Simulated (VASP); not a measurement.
Runs of VASP 6.6.1 on HfO2. The structure is that of space group Fm-3m (No. 225), or close to it. The cells are those of the table. 

```csv
level,cell,gap on the mesh (eV),pressure (GPa),largest force (eV/Å)
PBE,"a = 3.632, b = 3.605, c = 3.605 Å, angles 59.5, 59.8, 59.8°, 3 atoms",3.76,-3.6,0.09
PBE,"a = 3.569, b = 3.605, c = 3.605 Å, angles 60.7, 60.3, 60.3°, 3 atoms",3.76,-3.5,(a)
RPBE,"a = 3.532, b = 3.605, c = 3.605 Å, angles 61.3, 60.7, 60.7°, 3 atoms",3.88,1.8,0.26
PBE,"a = 3.668, b = 3.605, c = 3.605 Å, angles 58.8, 59.4, 59.4°, 3 atoms",3.77,-3.3,0.21
PBE,"a = 3.659, b = 3.605, c = 3.605 Å, angles 59.0, 59.5, 59.5°, 3 atoms",3.76,-3.4,0.18
PBE,"a = 3.623, b = 3.605, c = 3.605 Å, angles 59.7, 59.8, 59.8°, 3 atoms",3.76,-3.6,0.06
PBE,"a = 3.532, b = 3.605, c = 3.605 Å, angles 61.3, 60.7, 60.7°, 3 atoms",3.77,(b),0.24
PBE,"a = 3.650, b = 3.605, c = 3.605 Å, angles 59.2, 59.6, 59.6°, 3 atoms",3.76,-3.5,0.15
```

Alike in all rows: task single point; potentials or basis VASP PAW PBE potentials, release 64 (Hf_pv, O); no spin polarisation; k mesh 8 × 8 × 8; cutoff (eV) 520; smearing gaussian 0.05 eV.

**Question.** Fill in the values left out.

**Answer.** (a) 0.12; (b) -3.2.

Caveats: spin-orbit coupling is left out, which moves the levels of the heavy elements; the PAW data sets were made with another functional, which shifts forces and pressure a little (some runs).

A k mesh can miss the band edges, and the runs leave out spin-orbit coupling on Hf.
